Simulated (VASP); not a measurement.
Write the native input for VASP 6.6.1 that does the following.

```yaml
Task: single point
Functional: PBE
Potentials_or_basis: VASP PAW PBE potentials, release 64 (Hf_pv)
Cutoff: 520 eV
k_mesh: 18 × 18 × 18
Occupations: gaussian, width 0.05 eV
Spin: no spin polarisation
Dipole_correction: no
Further_INCAR_settings: ALGO = Normal; EDIFF = 1e-06; NBANDS = 11
```

The structure of Hf lies in POSCAR:

```
Hf
1.0
   -1.7967742348      1.7967742348      1.7967742348
    1.7967742348     -1.7967742348      1.7967742348
    1.7967742348      1.7967742348     -1.7967742348
Hf
1
Direct
    0.0000000000      0.0000000000      0.0000000000
```

This cell differs from its parent crystal: volume scaled by 1.040.

These files were run (other wordings do the same):

INCAR

```
SYSTEM = Hf
ALGO     = Normal         ! electronic algorithm
EDIFF    = 1E-6           ! SCF threshold, eV
ENCUT    = 520            ! plane-wave cutoff, eV
GGA      = PE             ! functional
ISIF     = 2              ! what is computed and relaxed
ISMEAR   = 0              ! smearing method
LASPH    = .True.         ! aspherical terms in the spheres
LCHARG   = .False.        ! write CHGCAR
LREAL    = .False.        ! projectors in reciprocal space
LWAVE    = .False.        ! write WAVECAR
NBANDS   = 11             ! bands
NELM     = 60             ! most SCF steps
PREC     = Accurate       ! precision mode
SIGMA    = 0.05           ! smearing width, eV
```

KPOINTS

```
k-points
0
Gamma
  18 18 18
  0 0 0
```

Potentials or basis: VASP PAW PBE potentials, release 64 (Hf_pv).

The run is started by

```sh
$ cat potpaw_PBE.64/Hf_pv/POTCAR > POTCAR
$ mpirun -np 1 vasp_std > vasp.out
```

Results of the run:

The pressure is -4.1 GPa and the band gap on the k mesh is zero (band 5 reaches 5.83 eV, above the bottom of band 6 at 3.62 eV).

Caveat: spin-orbit coupling is left out, which moves the levels of the heavy elements.

It took 11 s on 1 thread of Intel(R) Xeon(R) 6975P-C (Granite Rapids), with other jobs on the host, peak memory 0.17 GiB.
